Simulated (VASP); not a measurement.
# Si6Ge (C2/m) in VASP: relaxation of cell and atoms with PBE

Aim: the relaxation of cell and atoms of Si6Ge with PBE.

Everything below comes from runs of VASP 6.6.1. Logs are shortened: lines on timing, memory, paths and dates and some standing lists are left out, and cuts for length are marked.

## (1) The cell of the first run

The structure is monoclinic, space group C2/m (No. 12). Conventional cell: a = 5.107 Å, b = 4.969 Å, c = 9.129 Å, α = 90.00°, β = 93.93°, γ = 90.00°. Si (site symmetry 2) has 8 Si at 2.48 to 2.78 Å within 3.3 Å. Within 3.3 Å of Si (site symmetry 1) lie 6 Si at 2.47 to 2.78 Å and 2 Ge at 2.77 to 2.88 Å. Ge (site symmetry 2/m) has 8 Si at 2.77 to 2.88 Å and 4 Ge at 3.56 Å within 3.7 Å.

The cell was built from a structure type or drawn by symmetry, and may not be a known phase.

## (2) Relaxation of cell and atoms, PBE

Input file INCAR:

```
SYSTEM = Si6Ge
PREC = Accurate
ENCUT = 600
EDIFF = 1E-6
ISMEAR = 0
SIGMA = 0.1
LREAL = .False.
LASPH = .True.
NELM = 60
ALGO = Normal
ISIF = 3
LWAVE = .False.
LCHARG = .False.
GGA = PE
IBRION = 2
NSW = 100
EDIFFG = -0.01
```

Input file KPOINTS:

```
regular mesh
0
Gamma
  10 10 4
  0 0 0
```

Input file POSCAR:

```
Si6Ge
1.0
    2.5529365441     -2.4846779292     -0.0544885472
    2.5529365441      2.4846779292     -0.0544885472
   -0.4315602194      0.0000000000      9.1192442238
Si Ge
6 1
Direct
    0.7493342542      0.2506657458      0.0000000000
    0.2506657458      0.7493342542      0.0000000000
    0.5026824585      1.0061665662      0.7402352879
   -0.0061665662      0.4973175415      0.2597647121
    0.4973175415     -0.0061665662      0.2597647121
    1.0061665662      0.5026824585      0.7402352879
    0.5000000000      0.5000000000      0.5000000000
```

Potentials or basis: VASP PAW PBE potentials, release 64 (Si, Ge_d).

Command:

```console
cat potpaw_PBE.64/Si/POTCAR potpaw_PBE.64/Ge_d/POTCAR > POTCAR
mpirun -np 1 vasp_std > vasp.out
```

OUTCAR:

```text
SYSTEM = Si6Ge
   PREC = Accurate
   ENCUT = 600
   EDIFF = 1E-6
   ISMEAR = 0
   LREAL = .False.
   LASPH = .True.
   NELM = 60
   ISIF = 3
   GGA = PE
   IBRION = 2
   NSW = 100
   EDIFFG = -0.01

 ion  position               nearest neighbor table
   1  0.749  0.251  0.000-   2 2.48   2 2.49   2 2.55   2 2.55   4 2.61   3 2.61   6 2.78   5 2.78

   2  0.251  0.749  0.000-   1 2.48   1 2.49   1 2.55   1 2.55   5 2.61   6 2.61   3 2.78   4 2.78

   3  0.503  0.006  0.740-   6 2.47   6 2.50   6 2.55   6 2.55   1 2.61   7 2.77   2 2.78   7 2.88
[... 5 lines left out ...]
   6  0.006  0.503  0.740-   3 2.47   3 2.50   3 2.55   3 2.55   2 2.61   7 2.77   1 2.78   7 2.88

   7  0.500  0.500  0.500-   6 2.77   3 2.77   5 2.77   4 2.77   5 2.88   6 2.88   3 2.88   4 2.88

  LATTYP: Found a base centered monoclinic cell.
 ALAT       =     5.1070359309
 B/A-ratio  =     0.9730410997
 C/A-ratio  =     1.7876220650
 COS(beta)  =    -0.0685752183

  Lattice vectors:

 A1 = (   2.5529365441,  -2.4846779292,  -0.0544885472)
 A2 = (   2.5529365441,   2.4846779292,  -0.0544885472)
 A3 = (  -0.4315602194,   0.0000000000,   9.1192442238)

Analysis of symmetry for initial positions (statically):
=====================================================================
 Subroutine PRICEL returns:
 Original cell was already a primitive cell.

 Routine SETGRP: Setting up the symmetry group for a
 base centered monoclinic supercell.

 Subroutine GETGRP returns: Found  4 space group operations
 (whereof  4 operations were pure point group operations)
 out of a pool of  4 trial point group operations.

The static configuration has the point symmetry C_2h.

Analysis of symmetry for dynamics (positions and initial velocities):
=====================================================================
 Subroutine PRICEL returns:
 Original cell was already a primitive cell.

 Routine SETGRP: Setting up the symmetry group for a
 base centered monoclinic supercell.

 Subroutine GETGRP returns: Found  4 space group operations
 (whereof  4 operations were pure point group operations)
 out of a pool of  4 trial point group operations.

The dynamic configuration has the point symmetry C_2h.

 Subroutine INISYM returns: Found  4 space group operations
 (whereof  4 operations are pure point group operations),
 and found     1 'primitive' translations

----------------------------------------------------------------------------------------

                                     Primitive cell

  volume of cell :     115.5740

  direct lattice vectors                    reciprocal lattice vectors
     2.552936544 -2.484677929 -0.054488547     0.196050913 -0.201233324  0.009277937
     2.552936544  2.484677929 -0.054488547     0.196050913  0.201233324  0.009277937
    -0.431560219  0.000000000  9.119244224     0.002342854  0.000000000  0.109769084

  length of vectors
     3.562875021  3.562875021  9.129450117     0.281099434  0.281099434  0.109794083

  position of ions in fractional coordinates (direct lattice)
     0.749334254  0.250665746  1.000000000
     0.250665746  0.749334254  1.000000000
     0.502682458  0.006166566  0.740235288
     0.993833434  0.497317542  0.259764712
     0.497317542  0.993833434  0.259764712
     0.006166566  0.502682458  0.740235288
     0.500000000  0.500000000  0.500000000

  ion indices of the primitive-cell ions
   primitive index   ion index
                 1           1
                 2           2
                 3           3
                 4           4
                 5           5
                 6           6
                 7           7

----------------------------------------------------------------------------------------

 KPOINTS: regular mesh

Automatic generation of k-mesh.
 Grid dimensions read from file:
 generate k-points for:   10   10    4

 Generating k-lattice:

  Cartesian coordinates                     Fractional coordinates (reciprocal lattice)
     0.019605091 -0.020123332  0.000927794     0.100000000 -0.000000000  0.000000000
     0.019605091  0.020123332  0.000927794    -0.000000000  0.100000000  0.000000000
     0.000585714  0.000000000  0.027442271    -0.000000000 -0.000000000  0.250000000

  Length of vectors
     0.028109943  0.028109943  0.027448521

  Shift w.r.t. Gamma in fractional coordinates (k-lattice)
     0.000000000  0.000000000  0.000000000

 Subroutine IBZKPT returns following result:
 ===========================================

 Found    117 irreducible k-points:

 Following reciprocal coordinates:
            Coordinates               Weight
  0.000000  0.000000  0.000000      1.000000
  0.100000  0.000000  0.000000      4.000000
  0.200000  0.000000  0.000000      4.000000
  0.300000  0.000000  0.000000      4.000000
  0.400000  0.000000 -0.000000      4.000000
  0.500000 -0.000000  0.000000      2.000000
[... 16 lines left out ...]
  0.300000  0.300000  0.000000      2.000000
  0.400000  0.300000 -0.000000      4.000000
 [... further k-points ...]
   k-points           NKPTS =    117   k-points in BZ     NKDIM =    117   number of bands    NBANDS=     23
   number of dos      NEDOS =    301   number of ions     NIONS =      7
   total plane-waves  NPLWV =  62720
   dimension x,y,z NGX =    28 NGY =   28 NGZ =   80
   dimension x,y,z NGXF=    56 NGYF=   56 NGZF=  160
   ions per type =               6   1
   NGX,Y,Z   is equivalent  to a cutoff of  13.06, 13.06, 14.57 a.u.
   NGXF,Y,Z  is equivalent  to a cutoff of  26.13, 26.13, 29.14 a.u.
 SYSTEM =  Si6Ge
   PREC   = accura    normal or accurate (medium, high low for compatibility)
   ISTART =      0    job   : 0-new  1-cont  2-samecut
   ICHARG =      2    charge: 1-file 2-atom 10-const
   ISPIN  =      1    spin polarized calculation?
   LNONCOLLINEAR =      F non collinear calculations
   LSORBIT =      F    spin-orbit coupling
   LASPH  =      T    aspherical Exc in radial PAW
   ENCUT  =  600.0 eV  44.10 Ry    6.64 a.u.   7.12  7.12 18.23*2*pi/ulx,y,z
   NELM   =     60;   NELMIN=  2; NELMDL= -5     # of ELM steps
   EDIFF  = 0.1E-05   stopping-criterion for ELM
   LREAL  =      F    real-space projection
   EDIFFG = -.1E-01   stopping-criterion for IOM
   NSW    =    100    number of steps for IOM
   IBRION =      2    ionic relax: 0-MD 1-quasi-New 2-CG
   NFREE  =      1    steps in history (QN), initial steepest desc. (CG)
   ISIF   =      3    stress and relaxation
   ISYM   =      2    0-nonsym 1-usesym 2-fastsym
   POTIM  = 0.5000    time-step for ionic-motion
   TEBEG  =    0.0;   TEEND  =   0.0 temperature during run
   PSTRESS=    0.0 pullay stress
   NELECT =      38.0000    total number of electrons
   NUPDOWN=      -1.0000    fix difference up-down
   EMIN   =  10.00;   EMAX   =-10.00  energy-range for DOS
   EFERMI =   0.00;   METHOD = LEGACY
   ISMEAR =     0;   SIGMA  =   0.10  broadening in eV -4-tet -1-fermi 0-gaus
   EFERMI_NEDOS =   21; number of points for ismear=-14 and -15
   IALGO  =     38    algorithm
   IMIX   =      4    mixing-type and parameters
     AMIX     =   0.40;   BMIX     =  1.00
     AMIX_MAG =   1.60;   BMIX_MAG =  1.00
  volume/ion in A,a.u.               =      16.51       111.42
  Fermi-wavevector in a.u.,A,eV,Ry     =   1.129924  2.135247 17.370951  1.276729
  Thomas-Fermi vector in A             =   2.266619
   LORBIT       =      0    0 simple, 1 ext, 2 COOP (PROOUT), +10 PAW based schemes
   GGA     = PE    functional components
   LHFCALC =     F    Hartree Fock is set to
   AEXX    =    0.0000 exact exchange contribution
   IVDW    =     0    specifies the selected vdW correction
   LEPSILON=     F    determine dielectric tensor
   LRPA    =     F    only Hartree local field effects (RPA)
 conjugate gradient relaxation of ions
 non-spin polarized calculation
 Gauss-broadening in eV      SIGMA  =   0.10
  energy-cutoff  :      600.00
  volume of cell :      115.57
 maximum number of plane-waves:      3886
   NGX = 15   NGY = 15   NGZ = 37

--------------------------------------- Ionic step        1  -------------------------------------------

 number of electron      37.9999992 magnetization

 Free energy of the ion-electron system (eV)
  ---------------------------------------------------
  ext. energy  EPLUGINS =         0.00000000
  ---------------------------------------------------
  free energy    TOTEN  =       -34.47428342 eV

  energy without entropy =      -34.45967418  energy(sigma->0) =      -34.46697880

------------------------ aborting loop because EDIFF is reached ----------------------------------------

  FORCE on cell =-STRESS in cart. coord.  units (eV):
  Direction    XX          YY          ZZ          XY          YZ          ZX
  --------------------------------------------------------------------------------------
  -------------------------------------------------------------------------------------
  Total        0.1408958      0.2890549     -0.3793830      0.0000000      0.0000000      0.7898348
  in kB        1.9532087      4.0071054     -5.2593049      0.0000000      0.0000000     10.9493102
  external PRESSURE =       0.2336698 kB  Pullay stress =       0.0000000 kB
[... 104 lines left out ...]
  FREE ENERGIE OF THE ION-ELECTRON SYSTEM (eV)
  ---------------------------------------------------
  free  energy   TOTEN  =       -34.5035284319 eV

  energy  without entropy=      -34.4915847711  energy(sigma->0) =      -34.49755660

[... ionic steps 4 to 21 ...]

--------------------------------------- Ionic step       22  -------------------------------------------

 number of electron      37.9999996 magnetization

------------------------ aborting loop because EDIFF is reached ----------------------------------------
[... 77 lines left out ...]
--------------------------------------- Ionic step       24  -------------------------------------------

 number of electron      37.9999996 magnetization

 Free energy of the ion-electron system (eV)
  ---------------------------------------------------
  ext. energy  EPLUGINS =         0.00000000
  ---------------------------------------------------
  free energy    TOTEN  =       -34.51887563 eV

  energy without entropy =      -34.50979692  energy(sigma->0) =      -34.51433627

 E-fermi :   8.2925     XC(G=0): -10.7070

 val. band max:        8.2867049139   @ k =  -0.3000   0.3000   0.0000
 cond. band min:       8.2978681752   @ k =  -0.2000  -0.0000   0.2500
 fundamental gap:      0.0111632613
 Fermi energy:         8.2925311374

 k-point     1 :       0.0000    0.0000    0.0000
  band No.  band energies     occupation
      1     -16.4247      2.00000
      2     -16.4227      2.00000
      3     -16.4186      2.00000
      4     -16.4121      2.00000
      5     -16.3948      2.00000
      6      -5.4365      2.00000
[... 613 lines left out ...]
     22       9.2672      0.00000
     23      10.1885      0.00000

 [... further k-points ...]

------------------------ aborting loop because EDIFF is reached ----------------------------------------

  FORCE on cell =-STRESS in cart. coord.  units (eV):
  Direction    XX          YY          ZZ          XY          YZ          ZX
  --------------------------------------------------------------------------------------
  -------------------------------------------------------------------------------------
  Total       -0.0295045     -0.0533101     -0.0338492      0.0000000      0.0000000      0.0075217
  in kB       -0.4105371     -0.7417769     -0.4709901      0.0000000      0.0000000      0.1046592
  external PRESSURE =      -0.5411014 kB  Pullay stress =       0.0000000 kB
[... 22 lines left out ...]
  FREE ENERGIE OF THE ION-ELECTRON SYSTEM (eV)
  ---------------------------------------------------
  free  energy   TOTEN  =       -34.5188756288 eV

  energy  without entropy=      -34.5097969207  energy(sigma->0) =      -34.51433627

 reached required accuracy - stopping structural energy minimisation
```

Run time: 32 min. Hardware: 1 thread of Intel Xeon Platinum 8488C (Sapphire Rapids), shared host; peak memory 0.48 GiB.

What came out:

```
Free energy                           : -34.5189 eV
Relaxed volume                        : 16.45 Å³/atom
Relaxed cell                          : a = 3.564 Å, b = 3.564 Å, c = 9.067 Å, α = 90.01°, β = 90.01°, γ = 88.55°
Space group after relaxing (to 0.1 Å) : Cmmm (No. 65)
Energy gained by relaxing             : 6.4 meV/atom
Ionic steps                           : 24
Pressure after relaxing               : -0.1 GPa
Largest force after relaxing          : 0.005 eV/Å
```

Forces in eV/Å, atoms in the order of the input:
```
Si   0.000  0.000  0.000
Si   0.000  0.000  0.000
Si   0.000 -0.003 -0.003
Si   0.000 -0.003  0.003
Si   0.000  0.003  0.003
Si   0.000  0.003 -0.003
Ge   0.000  0.000  0.000
```

The path:
| step | energy change (eV) | largest force (eV/Å) | pressure (GPa) | volume (Å³) |
| --- | --- | --- | --- | --- |
| 1 | 0.0000 | 0.0265 | 0.02 | 115.57 |
| 2 | -0.0099 | 0.0290 | -0.14 | 115.61 |
| 3 | -0.0292 | 0.0417 | -0.51 | 115.67 |
| 4 | -0.0299 | 0.0474 | -0.59 | 115.67 |
| 5 | -0.0304 | 0.0456 | -0.55 | 115.67 |
| 6 | -0.0362 | 0.0432 | -0.31 | 115.31 |
| 7 | -0.0390 | 0.0395 | -0.02 | 114.94 |
| 8 | -0.0391 | 0.0384 | 0.06 | 114.86 |
| 9 | -0.0418 | 0.0286 | 0.03 | 114.93 |
| 10 | -0.0437 | 0.0214 | 0.00 | 115.06 |
| 11 | -0.0437 | 0.0213 | 0.01 | 115.05 |
| 12 | -0.0440 | 0.0184 | -0.01 | 115.07 |
| 13 | -0.0441 | 0.0167 | -0.01 | 115.08 |
| 14 | -0.0441 | 0.0153 | 0.02 | 115.07 |
| 15 | -0.0442 | 0.0125 | 0.05 | 115.04 |
| 16 | -0.0443 | 0.0134 | 0.12 | 114.98 |
| 17 | -0.0443 | 0.0135 | 0.05 | 115.01 |
| 18 | -0.0444 | 0.0137 | 0.02 | 115.05 |
| 19 | -0.0444 | 0.0142 | -0.03 | 115.13 |
| 20 | -0.0444 | 0.0136 | -0.01 | 115.13 |
| 21 | -0.0444 | 0.0122 | -0.01 | 115.12 |
| 22 | -0.0445 | 0.0103 | 0.00 | 115.12 |
| 23 | -0.0446 | 0.0108 | 0.02 | 115.10 |
| 24 | -0.0446 | 0.0046 | -0.05 | 115.15 |

Final structure:
```
CELL_PARAMETERS angstrom
2.55166 -2.48833 0.03379
2.55166 2.48833 0.03379
-0.12256 0.00000 9.06586
ATOMIC_POSITIONS crystal
Si 0.74959 0.25041 0.00000
Si 0.25041 0.74959 0.00000
Si 0.49997 0.00008 0.74008
Si 0.99992 0.50003 0.25992
Si 0.50003 0.99992 0.25992
Si 0.00008 0.49997 0.74008
Ge 0.50000 0.50000 0.50000
```

Levels at points of the mesh, in eV from the Fermi level:
```
           k point  band 15  band 16  band 17  band 18  band 19  band 20  band 21  band 22  band 23
(0.00, 0.00, 0.00)    -2.10    -1.96    -1.23    -0.18     0.08     0.96     1.09     1.46     2.55
(0.50, 0.00, 0.00)    -2.51    -0.64    -0.30    -0.08     0.15     0.39     0.54     2.39     2.51
(0.50, 0.50, 0.00)    -5.57    -5.50    -3.92    -2.29    -1.49    -0.88    -0.84    -0.79    -0.57
(0.00, 0.00, 0.50)    -2.40    -2.20    -2.08    -1.46     0.76     0.80     1.53     1.55     2.21
(0.50, 0.00, 0.50)    -0.80    -0.39    -0.34    -0.11    -0.01     0.44     0.68     0.70     1.03
(0.50, 0.50, 0.50)    -4.67    -4.61    -4.24    -3.71    -3.40    -2.97     0.45     2.10     2.42
```

Caveat: the highest band is partly filled, so the run has too few bands.
